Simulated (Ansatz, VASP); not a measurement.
# Rh in VASP and in Ansatz

File POSCAR:

```
Rh
1.0
    0.0000000000      1.8611670219      1.8611670219
    1.8611670219      0.0000000000      1.8611670219
    1.8611670219      1.8611670219      0.0000000000
Rh
1
Direct
    0.0000000000      0.0000000000      0.0000000000
```

Contents of INCAR.step1:

```
PREC = Accurate
ENCUT = 520
ISMEAR = 0
SIGMA = 0.1
LREAL = F
LASPH = T
NELM = 100
NBANDS = 14
GGA = PE
ALGO = Normal
EDIFF = 1E-4
LWAVE = T
LCHARG = F
```

Contents of INCAR.step2:

```
PREC = Accurate
ENCUT = 520
EDIFF = 1E-6
ISMEAR = 0
SIGMA = 0.1
LREAL = F
LASPH = T
NELM = 100
ALGO = Normal
ISIF = 2
LWAVE = F
LCHARG = T
METAGGA = R2SCAN
LMIXTAU = T
LELF = T
LVHAR = T
NBANDS = 14
ISTART = 1
```

File KPOINTS:

```
Automatic mesh
0
Gamma
  18 18 18
```

Input for Ansatz:

```yaml
crystal:
  lattice:
    - [0.0, 1.8611670219, 1.8611670219]
    - [1.8611670219, 0.0, 1.8611670219]
    - [1.8611670219, 1.8611670219, 0.0]
  atoms:
    - { symbol: Rh, position: [0.0, 0.0, 0.0] }
basis:
  ecutwfc: 500
kpoints:
  mp_grid: { grid: [18, 18, 18] }
hamiltonian:
  xc: r2scan
scf:
  occupations: { method: gaussian, width: 0.1 }
output:
  forces: true
  stress: true
  eigenvalues: true
```

Alike in both runs: task single point; functional r2SCAN; k mesh 18 × 18 × 18; occupations gaussian, width 0.1 eV; no spin polarisation.

|  | VASP | Ansatz |
| --- | --- | --- |
| version | VASP 6.6.1 | Ansatz 0.2.0 |
| potentials or method | VASP PAW PBE potentials, release 64 (Rh_pv), cutoff 520 eV | scalar-relativistic, plane waves, PAW |
| valence electrons in the cell | 15 | 17 |

|  | VASP | Ansatz | Ansatz less VASP |
| --- | --- | --- | --- |
| gap on the k mesh at the Fermi level (eV) | none | none | - |
| pressure (GPa) | 22.1 | 20.5 | -1.63 |

VASP's potentials were made for PBE, not for r2SCAN. A gap of «none» marks a metal or a gap that the smearing closes. The functional is the same, so the differences come from potentials, cutoffs and numerics. VASP's potentials hold 15 valence electrons a cell and Ansatz's 17, so a difference there can come from the potentials and not from the codes.
